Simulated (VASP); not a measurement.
Wanted: the native input for a VASP 6.6.1 run.

```yaml
Task: electric field gradients
Functional: PBE
Potentials_or_basis: VASP PAW PBE potentials, release 64 (Bi_d)
Cutoff: 520 eV
k_mesh: 11 × 11 × 11
Occupations: fermi-dirac, width 0.03 eV
Spin: no spin polarisation
Dipole_correction: no
Further_INCAR_settings: ALGO = Normal; EDIFF = 1e-08; NBANDS = 22
```

The structure of Bi lies in POSCAR:

```
Bi
1.0
    2.2805512278      1.3166768653      3.9671363091
   -2.2805512278      1.3166768653      3.9671363091
    0.0000000000     -2.6333537305      3.9671363091
Bi
2
Direct
    0.2338900000      0.2338900000      0.2338900000
    0.7661100000      0.7661100000      0.7661100000
```

The input as run:

INCAR

```
SYSTEM = Bi
PREC = Accurate
ENCUT = 520
EDIFF = 1E-8
ISMEAR = -1
SIGMA = 0.03
LREAL = .False.
LASPH = .True.
NELM = 60
ALGO = Normal
ISIF = 2
LWAVE = .False.
LCHARG = .False.
GGA = PE
LEFG = .True.
NBANDS = 22
```

KPOINTS

```
regular mesh
0
Gamma
  11 11 11
  0 0 0
```

Potentials or basis: VASP PAW PBE potentials, release 64 (Bi_d).

Command:

```sh
$ cat potpaw_PBE.64/Bi_d/POTCAR > POTCAR
$ mpirun -np 1 vasp_std > vasp.out
```

Results of the run:

The pressure is 1.2 GPa, the largest force is 0.152 eV/Å and the band gap on the k mesh is zero (bands 15 and 16 overlap by 0.05 eV). The largest electric field gradient by atom is Bi -34.2 V/Å².

Caveat: without QUAD_EFG the Cq values of the log hold for a quadrupole moment of 1 mb, not for the nuclei; spin-orbit coupling is left out, which moves the levels of the heavy elements.

Run time: 110 s on 1 thread of Intel(R) Xeon(R) Platinum 8559C (Emerald Rapids) (shared host), peak memory 0.32 GiB.
